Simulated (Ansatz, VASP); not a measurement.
## GaSi48H25C3: VASP beside Ansatz

```
Si H Ga C
1.0
     7.68059    7.68059    0.00000
    -7.68059    7.68059    0.00000
     0.00000    0.00000   23.42765
Si H Ga C
48 25 1 3
Cartesian
  2.9989 7.6473 9.5455
  1.0607 11.4882 9.6231
  -6.7425 7.7088 9.5532
  0.8228 3.8346 10.1148
  3.3049 11.5409 10.2995
  -4.4178 7.6964 9.9923
  3.2576 3.7649 10.4009
  0.7466 7.6445 10.0012
  3.7615 9.7300 8.8289
  0.0536 13.4184 8.7727
  0.0900 2.0264 8.7788
  0.1156 5.7095 8.8444
  -3.9275 5.6875 8.8399
  -3.9634 9.7050 8.8418
  3.7429 5.5496 8.9002
  0.0646 9.5298 8.8258
  -1.9264 1.9318 7.5639
  -5.6949 5.7826 7.3101
  1.9590 1.9328 7.3155
  1.9245 5.7432 7.3744
  -1.9064 5.7470 7.6151
  -1.9553 9.6116 7.5972
  5.7018 5.7330 7.5723
  1.9320 9.6127 7.3388
  5.7370 7.6714 6.1968
  1.9283 11.5336 6.0140
  -5.7648 7.7001 6.0090
  1.9274 3.8517 6.0097
  -1.9098 3.8504 6.1785
  -1.9281 7.6772 6.2141
  -1.9081 11.5099 6.1743
  1.8974 7.6635 6.0576
  3.8446 7.6798 4.7577
  -0.0237 11.5223 4.7389
  -0.0489 -0.0020 4.7524
  -0.0245 3.8442 4.7393
  -3.7988 3.8455 4.7391
  -3.8054 7.6808 4.7469
  3.8795 3.8348 4.7365
  -0.0436 7.6775 4.7605
  3.8403 9.6007 3.4089
  0.0000 13.4410 3.4089
  0.0000 1.9201 3.4089
  0.0000 5.7604 3.4089
  -3.8403 5.7604 3.4089
  -3.8403 9.6007 3.4089
  3.8403 5.7604 3.4089
  0.0000 9.6007 3.4089
  5.0174 9.6007 2.5000
  2.6632 9.6007 2.5000
  1.1771 13.4410 2.5000
  -1.1771 13.4410 2.5000
  1.1771 1.9201 2.5000
  -1.1771 1.9201 2.5000
  1.1771 5.7604 2.5000
  -1.1771 5.7604 2.5000
  -2.6632 5.7604 2.5000
  -5.0174 5.7604 2.5000
  -2.6632 9.6007 2.5000
  -5.0174 9.6007 2.5000
  5.0174 5.7604 2.5000
  2.6632 5.7604 2.5000
  1.1771 9.6007 2.5000
  -1.1771 9.6007 2.5000
  -6.0421 7.5907 13.5662
  -4.7041 7.1982 14.6891
  -5.2116 6.0295 13.4309
  -1.7499 8.5448 13.7415
  -1.2809 8.2789 12.0338
  -2.1568 9.7552 12.4839
  0.1713 4.6780 12.3728
  -1.1697 3.7583 11.6347
  0.2148 2.8983 12.3657
  -3.8084 7.8472 12.3375
  -5.0649 7.0957 13.6586
  -2.0614 8.6808 12.6987
  -0.0805 3.7835 11.7870
```

Alike in both runs: task single point; functional PBE; dispersion D4; k mesh 1 × 1 × 1; occupations gaussian, width 0.03 eV; no spin polarisation.

|  | VASP | Ansatz |
| --- | --- | --- |
| version | VASP 6.6.1 | Ansatz 0.2.0 |
| potentials or method | VASP PAW PBE potentials, release 64 (Si, H, Ga_d, C) | scalar-relativistic, plane waves, PAW |
| plane-wave cutoff (eV) | 520 | 420 |
| valence electrons in the cell | 242 | 242 |

|  | VASP | Ansatz | Ansatz less VASP |
| --- | --- | --- | --- |
| rms of the force components (eV/Å) | 0.092 | 0.090 | -0.0020 |
